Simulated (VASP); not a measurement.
# ZnAu (P4/mmm) in VASP: notebook

ZnAu is run at these levels: PBEsol; tasks: single point.

Everything below comes from runs of VASP 6.6.1. Logs are shortened: lines on timing, memory, paths and dates and some standing lists are left out, and cuts for length are marked.

### Step 1. The cell of the first run

It takes space group P4/mmm (No. 123, tetragonal). Conventional cell: a = 2.883 Å, b = 2.883 Å, c = 3.749 Å, α = 90.00°, β = 90.00°, γ = 90.00°. Zn (site symmetry 4/mmm) has 8 Au at 2.77 Å and 4 Zn at 2.88 Å within 3.7 Å. Au (site symmetry 4/mmm) has 8 Zn at 2.77 Å and 4 Au at 2.88 Å within 3.7 Å.

### Step 2. Single point, PBEsol

The input, INCAR:

```
  PREC = Accurate
  ENCUT = 520
  EDIFF = 1E-6
  ISMEAR = 0
  SIGMA = 0.15
  LREAL = False
  LASPH = True
  NELM = 80
  ALGO = Fast
  ISIF = 2
  LWAVE = False
  LCHARG = False
  GGA = PS
  NBANDS = 18
```

The input, KPOINTS:

```
Automatic mesh
0
Gamma
  16 16 16
```

The input, POSCAR:

```
ZnAu
1.0
    2.8834712493      0.0000000000      0.0000000000
    0.0000000000      2.8834712493      0.0000000000
    0.0000000000      0.0000000000      3.7485126241
Zn Au
1 1
Direct
    0.5000000000      0.5000000000      0.5000000000
    0.0000000000      0.0000000000      0.0000000000
```

Potentials or basis: VASP PAW PBE potentials, release 64 (Zn, Au).

Command:

```console
$ cat potpaw_PBE.64/Zn/POTCAR potpaw_PBE.64/Au/POTCAR > POTCAR
$ mpirun -np 1 vasp_std > vasp.out
```

OUTCAR:

```text
PREC = Accurate
   ENCUT = 520
   EDIFF = 1E-6
   ISMEAR = 0
   LREAL = False
   LASPH = True
   NELM = 80
   ISIF = 2
   GGA = PS

 ion  position               nearest neighbor table
   1  0.500  0.500  0.500-   2 2.77   2 2.77   2 2.77   2 2.77   2 2.77   2 2.77   2 2.77   2 2.77

   2  0.000  0.000  0.000-   1 2.77   1 2.77   1 2.77   1 2.77   1 2.77   1 2.77   1 2.77   1 2.77

  LATTYP: Found a simple tetragonal cell.
 ALAT       =     2.8834712493
 C/A-ratio  =     1.3000000000

  Lattice vectors:

 A1 = (   2.8834712493,   0.0000000000,   0.0000000000)
 A2 = (   0.0000000000,   2.8834712493,   0.0000000000)
 A3 = (   0.0000000000,   0.0000000000,   3.7485126241)

Analysis of symmetry for initial positions (statically):
=====================================================================
 Subroutine PRICEL returns:
 Original cell was already a primitive cell.

 Routine SETGRP: Setting up the symmetry group for a
 simple tetragonal supercell.

 Subroutine GETGRP returns: Found 16 space group operations
 (whereof 16 operations were pure point group operations)
 out of a pool of 16 trial point group operations.

The static configuration has the point symmetry D_4h.

Analysis of symmetry for dynamics (positions and initial velocities):
=====================================================================
 Subroutine PRICEL returns:
 Original cell was already a primitive cell.

 Routine SETGRP: Setting up the symmetry group for a
 simple tetragonal supercell.

 Subroutine GETGRP returns: Found 16 space group operations
 (whereof 16 operations were pure point group operations)
 out of a pool of 16 trial point group operations.

The dynamic configuration has the point symmetry D_4h.

 Subroutine INISYM returns: Found 16 space group operations
 (whereof 16 operations are pure point group operations),
 and found     1 'primitive' translations

----------------------------------------------------------------------------------------

                                     Primitive cell

  volume of cell :      31.1667

  direct lattice vectors                    reciprocal lattice vectors
     2.883471249  0.000000000  0.000000000     0.346804221  0.000000000  0.000000000
     0.000000000  2.883471249  0.000000000     0.000000000  0.346804221  0.000000000
     0.000000000  0.000000000  3.748512624     0.000000000  0.000000000  0.266772478

  length of vectors
     2.883471249  2.883471249  3.748512624     0.346804221  0.346804221  0.266772478

  position of ions in fractional coordinates (direct lattice)
     0.500000000  0.500000000  0.500000000
     0.000000000  0.000000000  0.000000000

  ion indices of the primitive-cell ions
   primitive index   ion index
                 1           1
                 2           2

----------------------------------------------------------------------------------------

 KPOINTS: Automatic mesh

Automatic generation of k-mesh.
 Grid dimensions read from file:
 generate k-points for:   16   16   16

 Generating k-lattice:

  Cartesian coordinates                     Fractional coordinates (reciprocal lattice)
     0.021675264  0.000000000  0.000000000     0.062500000  0.000000000  0.000000000
     0.000000000  0.021675264  0.000000000     0.000000000  0.062500000  0.000000000
     0.000000000  0.000000000  0.016673280     0.000000000  0.000000000  0.062500000

  Length of vectors
     0.021675264  0.021675264  0.016673280

  Shift w.r.t. Gamma in fractional coordinates (k-lattice)
     0.000000000  0.000000000  0.000000000

 Subroutine IBZKPT returns following result:
 ===========================================

 Found    405 irreducible k-points:

 Following reciprocal coordinates:
            Coordinates               Weight
  0.000000  0.000000  0.000000      1.000000
  0.062500  0.000000  0.000000      4.000000
  0.125000  0.000000  0.000000      4.000000
  0.187500  0.000000  0.000000      4.000000
  0.250000  0.000000  0.000000      4.000000
  0.312500  0.000000  0.000000      4.000000
[... 16 lines left out ...]
  0.437500  0.125000  0.000000      8.000000
  0.500000  0.125000  0.000000      4.000000
 [... further k-points ...]
   k-points           NKPTS =    405   k-points in BZ     NKDIM =    405   number of bands    NBANDS=     18
   number of dos      NEDOS =    301   number of ions     NIONS =      2
   total plane-waves  NPLWV =  16128
   dimension x,y,z NGX =    24 NGY =   24 NGZ =   28
   dimension x,y,z NGXF=    48 NGYF=   48 NGZF=   56
   ions per type =               1   1
   NGX,Y,Z   is equivalent  to a cutoff of  13.84, 13.84, 12.42 a.u.
   NGXF,Y,Z  is equivalent  to a cutoff of  27.67, 27.67, 24.84 a.u.
 SYSTEM =  unknown system
   PREC   = accura    normal or accurate (medium, high low for compatibility)
   ISTART =      0    job   : 0-new  1-cont  2-samecut
   ICHARG =      2    charge: 1-file 2-atom 10-const
   ISPIN  =      1    spin polarized calculation?
   LNONCOLLINEAR =      F non collinear calculations
   LSORBIT =      F    spin-orbit coupling
   LASPH  =      T    aspherical Exc in radial PAW
   ENCUT  =  520.0 eV  38.22 Ry    6.18 a.u.   5.36  5.36  6.97*2*pi/ulx,y,z
   NELM   =     80;   NELMIN=  2; NELMDL= -5     # of ELM steps
   EDIFF  = 0.1E-05   stopping-criterion for ELM
   LREAL  =      F    real-space projection
   EDIFFG = 0.1E-04   stopping-criterion for IOM
   NSW    =      0    number of steps for IOM
   IBRION =     -1    ionic relax: 0-MD 1-quasi-New 2-CG
   NFREE  =      0    steps in history (QN), initial steepest desc. (CG)
   ISIF   =      2    stress and relaxation
   ISYM   =      2    0-nonsym 1-usesym 2-fastsym
   POTIM  = 0.5000    time-step for ionic-motion
   TEBEG  =    0.0;   TEEND  =   0.0 temperature during run
   PSTRESS=    0.0 pullay stress
   NELECT =      23.0000    total number of electrons
   NUPDOWN=      -1.0000    fix difference up-down
   EMIN   =  10.00;   EMAX   =-10.00  energy-range for DOS
   EFERMI =   0.00;   METHOD = LEGACY
   ISMEAR =     0;   SIGMA  =   0.15  broadening in eV -4-tet -1-fermi 0-gaus
   EFERMI_NEDOS =   21; number of points for ismear=-14 and -15
   IALGO  =     68    algorithm
   IMIX   =      4    mixing-type and parameters
     AMIX     =   0.40;   BMIX     =  1.00
     AMIX_MAG =   1.60;   BMIX_MAG =  1.00
  volume/ion in A,a.u.               =      15.58       105.16
  Fermi-wavevector in a.u.,A,eV,Ry     =   1.479406  2.795672 29.778283  2.188642
  Thomas-Fermi vector in A             =   2.593568
   LORBIT       =      0    0 simple, 1 ext, 2 COOP (PROOUT), +10 PAW based schemes
   GGA     = PS    functional components
   LHFCALC =     F    Hartree Fock is set to
   AEXX    =    0.0000 exact exchange contribution
   IVDW    =     0    specifies the selected vdW correction
   LEPSILON=     F    determine dielectric tensor
   LRPA    =     F    only Hartree local field effects (RPA)
 non-spin polarized calculation
 RMM-DIIS sequential band-by-band and
 Gauss-broadening in eV      SIGMA  =   0.15
  energy-cutoff  :      520.00
  volume of cell :       31.17
 maximum number of plane-waves:       854
 NGX is ok and might be reduce to    24

 number of electron      23.0000010 magnetization

 Free energy of the ion-electron system (eV)
  ---------------------------------------------------
  ext. energy  EPLUGINS =         0.00000000
  ---------------------------------------------------
  free energy    TOTEN  =        -5.91186987 eV

  energy without entropy =       -5.90485346  energy(sigma->0) =       -5.90836167

 E-fermi :   6.9377     XC(G=0): -12.5310

 val. band max:        6.9330010022   @ k =   0.3750   0.1250   0.0000
 cond. band min:       6.9428021583   @ k =   0.4375   0.3125   0.1250
 fundamental gap:      0.0098011561
 Fermi energy:         6.9377117806

 k-point     1 :       0.0000    0.0000    0.0000
  band No.  band energies     occupation
      1      -3.7569      2.00000
      2      -1.2614      2.00000
      3      -1.1713      2.00000
      4      -0.4961      2.00000
      5      -0.4961      2.00000
      6      -0.2346      2.00000
[... 10 lines left out ...]
     17      20.9244      0.00000
     18      23.2055      0.00000

 k-point     2 :       0.0625    0.0000    0.0000
  band No.  band energies     occupation
      1      -3.6736      2.00000
      2      -1.2351      2.00000
      3      -1.1496      2.00000
      4      -0.5046      2.00000
      5      -0.4891      2.00000
      6      -0.2421      2.00000
[... 10 lines left out ...]
     17      21.6091      0.00000
     18      23.1999      0.00000

 k-point     3 :       0.1250    0.0000    0.0000
  band No.  band energies     occupation
      1      -3.4279      2.00000
      2      -1.1695      2.00000
      3      -1.0798      2.00000
      4      -0.5284      2.00000
      5      -0.4690      2.00000
      6      -0.2636      2.00000
[... 10 lines left out ...]
     17      22.9846      0.00000
     18      23.3794      0.00000

 k-point     4 :       0.1875    0.0000    0.0000
  band No.  band energies     occupation
      1      -3.0322      2.00000
      2      -1.0886      2.00000
      3      -0.9612      2.00000
      4      -0.5631      2.00000
      5      -0.4387      2.00000
      6      -0.2954      2.00000
[... 375 lines left out ...]
      4      -0.6342      2.00000
      5      -0.4739      2.00000
      6      -0.1771      2.00000
[... 10 lines left out ...]
     17      18.2504      0.00000
     18      20.8552      0.00000

 k-point    23 :       0.4375    0.1250    0.0000
  band No.  band energies     occupation
      1      -0.8486      2.00000
      2      -0.7505      2.00000
      3      -0.7040      2.00000
      4      -0.6449      2.00000
      5      -0.4964      2.00000
      6       0.1114      2.00000
[... 10 lines left out ...]
     17      17.5660      0.00000
     18      19.9475      0.00000

 k-point    24 :       0.5000    0.1250    0.0000
  band No.  band energies     occupation
      1      -0.7551      2.00000
      2      -0.7341      2.00000
      3      -0.7044      2.00000
      4      -0.6610      2.00000
      5      -0.5061      2.00000
      6       0.2864      2.00000
[... 10 lines left out ...]
     17      17.5294      0.00000
     18      19.5653      0.00000

 [... further k-points ...]
[... 5 lines left out ...]
  --------------------------------------------------------------------------------------
  -------------------------------------------------------------------------------------
  Total       -0.1161895     -0.1161895     -0.7442508      0.0000000      0.0000000      0.0000000
  in kB       -5.9729259     -5.9729259    -38.2595340      0.0000000      0.0000000      0.0000000
  external PRESSURE =     -16.7351286 kB  Pullay stress =       0.0000000 kB

 VOLUME and BASIS-vectors are now :
 -----------------------------------------------------------------------------
  energy-cutoff  :      520.00
  volume of cell :       31.17
      direct lattice vectors                 reciprocal lattice vectors
     2.883471249  0.000000000  0.000000000     0.346804221  0.000000000  0.000000000
     0.000000000  2.883471249  0.000000000     0.000000000  0.346804221  0.000000000
     0.000000000  0.000000000  3.748512624     0.000000000  0.000000000  0.266772478

 POSITION                                       TOTAL-FORCE (eV/Angst)
 -----------------------------------------------------------------------------------
      1.44174      1.44174      1.87426         0.000000      0.000000      0.000000
      0.00000      0.00000      0.00000         0.000000      0.000000      0.000000
 -----------------------------------------------------------------------------------
    total drift:                                0.000000      0.000000     -0.000000

  FREE ENERGIE OF THE ION-ELECTRON SYSTEM (eV)
  ---------------------------------------------------
  free  energy   TOTEN  =        -5.9118698696 eV

  energy  without entropy=       -5.9048534625  energy(sigma->0) =       -5.90836167
```

It took 2.8 min on 1 thread of AMD EPYC 9R45 (Zen 5), shared host; peak memory 0.3 GiB.

Results:

```
Free energy : -5.9119 eV
Pressure    : -1.7 GPa
```

Caveat: the PAW data sets were made with another functional, which shifts forces and pressure a little; spin-orbit coupling is left out, which moves the levels of the heavy elements.

### Step 3. Single point, PBEsol

This run uses another cell than the first one, of the same volume but with other edges.

The input, INCAR:

```
SYSTEM = ZnAu
ALGO = Fast ; EDIFF = 1E-6
ENCUT = 520 ; GGA = PS
ISIF = 2 ; ISMEAR = 0
LASPH = .TRUE. ; LCHARG = .FALSE.
LREAL = .FALSE. ; LWAVE = .FALSE.
NBANDS = 18 ; NELM = 80
PREC = Accurate ; SIGMA = 0.15
```

The input, KPOINTS:

```
k-points
0
G
  16 16 16
  0 0 0
```

The input, POSCAR:

```
ZnAu
1.0
    3.2356941753      0.0000000000      0.0000000000
    0.0000000000      3.2356941753      0.0000000000
    0.0000000000      0.0000000000      2.9768386413
Zn Au
1 1
Direct
    0.5000000000      0.5000000000      0.5000000000
    0.0000000000      0.0000000000      0.0000000000
```

Potentials or basis: VASP PAW PBE potentials, release 64 (Zn, Au).

Command:

```console
$ cat potpaw_PBE.64/Zn/POTCAR potpaw_PBE.64/Au/POTCAR > POTCAR
$ mpirun -np 1 vasp_std > vasp.out
```

It took 2.9 min on 1 thread of AMD EPYC 9R45 (Zen 5), shared host; peak memory 0.3 GiB.

Results (log left out):

```
Free energy : -5.9481 eV
Pressure    : -2.0 GPa
```

Stress tensor (GPa, compression positive):
```
-2.51  0.00  0.00
 0.00 -2.51  0.00
 0.00  0.00 -1.10
```

Levels at points of the mesh, in eV from the Fermi level:
```tsv
k point	band 10	band 11	band 12	band 13	band 14	band 15
(0.00, 0.00, 0.00)	-3.65	-3.65	4.13	4.13	6.71	8.36
(0.50, 0.00, 0.00)	-4.54	-3.79	-2.74	9.85	10.05	10.33
(0.50, 0.50, 0.00)	-3.38	-2.34	-2.34	0.17	2.04	11.70
(0.00, 0.00, 0.50)	-4.95	-4.03	-1.61	10.13	10.76	10.76
(0.50, 0.00, 0.50)	-3.05	-1.93	-1.76	1.26	2.68	9.81
(0.50, 0.50, 0.50)	-2.92	1.43	3.54	3.68	3.84	3.84
```

Caveat: the PAW data sets were made with another functional, which shifts forces and pressure a little; spin-orbit coupling is left out, which moves the levels of the heavy elements.

### Step 4. Single point, PBEsol

This run uses another cell than the first one, of the same volume but with other edges.

The input, INCAR:

```
  PREC = Accurate
  ENCUT = 520
  EDIFF = 1E-7
  ISMEAR = 0
  SIGMA = 0.15
  LREAL = F
  LASPH = T
  NELM = 60
  ALGO = Fast
  ISIF = 2
  LWAVE = F
  LCHARG = T
  GGA = PS
  LELF = T
  LVHAR = T
  NBANDS = 18
```

The input, KPOINTS:

```
regular mesh
0
Gamma
  16 16 16
```

The input, POSCAR:

```
ZnAu
1.0
    3.0485911265      0.0000000000      0.0000000000
    0.0000000000      3.0485911265      0.0000000000
    0.0000000000      0.0000000000      3.3534502391
Zn Au
1 1
Direct
    0.5000000000      0.5000000000      0.5000000000
    0.0000000000      0.0000000000      0.0000000000
```

Command:

```console
$ cat potpaw_PBE.64/Zn/POTCAR potpaw_PBE.64/Au/POTCAR > POTCAR
$ mpirun -np 1 vasp_std > vasp.out
```

It took 3.1 min on 1 thread of AMD EPYC 9R45 (Zen 5), shared host; peak memory 0.3 GiB.

Results (log left out):

```yaml
Free_energy: -5.9482 eV
Pressure: -2.2 GPa
```

Stress tensor (GPa, compression positive):
```
-2.03  0.00  0.00
 0.00 -2.03  0.00
 0.00  0.00 -2.44
```

Levels at points of the mesh, in eV from the Fermi level:
```
           k point  band 8  band 9  band 10  band 11  band 12  band 13  band 14  band 15  band 16  band 17
(0.00, 0.00, 0.00)   -5.32   -3.77    -3.77    -3.58     3.17     5.93     5.93     8.11    12.25    12.71
(0.50, 0.00, 0.00)   -5.33   -5.18    -4.76    -3.93    -1.95     9.34     9.56    10.14    11.47    12.05
(0.50, 0.50, 0.00)   -4.22   -4.22    -2.87    -1.64    -1.64     1.59     2.94     9.13    11.52    11.52
(0.00, 0.00, 0.50)   -5.99   -4.67    -4.67    -3.70    -3.16    10.82    11.41    11.41    11.58    11.58
(0.50, 0.00, 0.50)   -4.10   -3.92    -3.29    -2.27    -2.10     0.59     2.23    11.15    13.28    13.35
(0.50, 0.50, 0.50)   -6.37   -3.34    -2.84     1.45     3.64     3.64     3.71     3.97     5.50     5.50
```

Caveat: the PAW data sets were made with another functional, which shifts forces and pressure a little; spin-orbit coupling is left out, which moves the levels of the heavy elements.

### Step 5. Summary

| cell | further INCAR settings | gap on the mesh (eV) | pressure (GPa) |
| --- | --- | --- | --- |
| a = 2.883, b = 2.883, c = 3.749 Å, 2 atoms | ALGO = Fast; EDIFF = 1e-06; NBANDS = 18 | none | -1.7 |
| a = 3.236, b = 3.236, c = 2.977 Å, 2 atoms | ALGO = Fast; EDIFF = 1e-06; NBANDS = 18 | none | -2.0 |
| a = 3.049, b = 3.049, c = 3.353 Å, 2 atoms | ALGO = Fast; EDIFF = 1e-07; NBANDS = 18 | none | -2.2 |

Alike in all rows: task single point; level PBEsol; potentials or basis VASP PAW PBE potentials, release 64 (Zn, Au); no spin polarisation; k mesh 16 × 16 × 16; cutoff (eV) 520; smearing gaussian 0.15 eV.

Caveats: the PAW data sets were made with another functional, which shifts forces and pressure a little; spin-orbit coupling is left out, which moves the levels of the heavy elements.

Absolute energies hang on the potentials; compare differences alone.
